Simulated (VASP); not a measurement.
Runs of VASP 6.6.1 on SnSe2. The structure is that of space group P-3m1 (No. 164), or close to it. The cells are those of the table. 

```tsv
cell	gap on the mesh (eV)	pressure (GPa)	largest force (eV/Å)
a = 3.794, b = 3.794, c = 7.171 Å, angles 90.0, 90.0, 120.0°, 3 atoms	0.59	1.5	0.01
a = 3.794, b = 3.867, c = 7.006 Å, angles 90.0, 90.0, 119.4°, 3 atoms	0.55	0.7	0.03
a = 3.717, b = 3.717, c = 7.138 Å, angles 90.0, 90.0, 120.0°, 3 atoms	0.57	4.6	0.35
a = 3.639, b = 3.639, c = 7.222 Å, angles 90.0, 90.0, 120.0°, 3 atoms	0.46	(b)	(d)
a = 3.717, b = 3.717, c = 7.301 Å, angles 90.0, 90.0, 120.0°, 3 atoms	0.46	3.3	0.02
a = 3.717, b = 3.859, c = 7.131 Å, angles 90.0, 90.0, 118.8°, 3 atoms	0.37	1.3	0.01
a = 3.949, b = 3.877, c = 6.936 Å, angles 90.0, 90.0, 120.6°, 3 atoms	0.62	(c)	0.01
a = 3.794, b = 3.794, c = 7.055 Å, angles 90.0, 90.0, 120.0°, 3 atoms	0.60	1.8	0.07
a = 4.104, b = 4.104, c = 6.720 Å, angles 90.0, 90.0, 120.0°, 3 atoms	0.41	-4.5	0.41
a = 3.872, b = 3.872, c = 6.971 Å, angles 90.0, 90.0, 120.0°, 3 atoms	(a)	0.1	0.01
```

Alike in all rows: task single point; level PBE; potentials or basis VASP PAW PBE potentials, release 64 (Sn_d, Se); no spin polarisation; k mesh 12 × 12 × 4; cutoff (eV) 520; smearing gaussian 0.02 eV.

Task: Estimate the missing entries.

Result: (a) 0.70; (b) 7.3; (c) -0.5; (d) 0.50.

Caveats: spin-orbit coupling is left out, which moves the levels of the heavy elements; this functional lacks dispersion, which binds the layers, so the pressure and a relaxed spacing across them are unreliable (some runs).

A k mesh can miss the band edges, and the runs leave out spin-orbit coupling on Se, Sn.
